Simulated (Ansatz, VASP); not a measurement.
# Two plane-wave programs on Al

The input INCAR:

```
PREC = Accurate
ENCUT = 520
EDIFF = 1E-7
ISMEAR = -1
SIGMA = 0.1
LREAL = False
LASPH = True
NELM = 100
ALGO = Normal
ISIF = 2
LWAVE = False
LCHARG = False
GGA = PE
NBANDS = 8
```

The input KPOINTS:

```
regular mesh
0
Gamma
  22 22 22
```

Contents of POSCAR:

```
Al
1.0
    0.0000000000      1.9926629569      1.9926629569
    1.9926629569      0.0000000000      1.9926629569
    1.9926629569      1.9926629569      0.0000000000
Al
1
Direct
    0.0000000000      0.0000000000      0.0000000000
```

Input for Ansatz:

```yaml
crystal:
  lattice:
    - [0.0, 1.9926629569, 1.9926629569]
    - [1.9926629569, 0.0, 1.9926629569]
    - [1.9926629569, 1.9926629569, 0.0]
  atoms:
    - { symbol: Al, position: [0.0, 0.0, 0.0] }
hamiltonian:
  xc: pbe
  pseudopotentials:
    kind: paw
    azcp:
      Al: "pseudopotentials/Al.paw.azcp"
basis:
  ecutwfc: 420
  fft_grid_basis: typed
kpoints:
  mp_grid: { grid: [22, 22, 22], shift: [0, 0, 0] }
magnetization:
  spin_polarized: false
scf:
  occupations: { method: fermi_dirac, width: 0.1 }
output:
  stress: true
```

Alike in both runs: task single point; functional PBE; k mesh 22 × 22 × 22; occupations fermi-dirac, width 0.1 eV; no spin polarisation.

|  | VASP | Ansatz |
| --- | --- | --- |
| version | VASP 6.6.1 | Ansatz 0.2.0 |
| potentials or method | VASP PAW PBE potentials, release 64 (Al), cutoff 520 eV | plane waves (420 eV) with PAW, scalar-relativistic |
| valence electrons in the cell | 3 | 3 |

|  | VASP | Ansatz | Ansatz less VASP |
| --- | --- | --- | --- |
| pressure (GPa) | 3.5 | 3.6 | +0.04 |
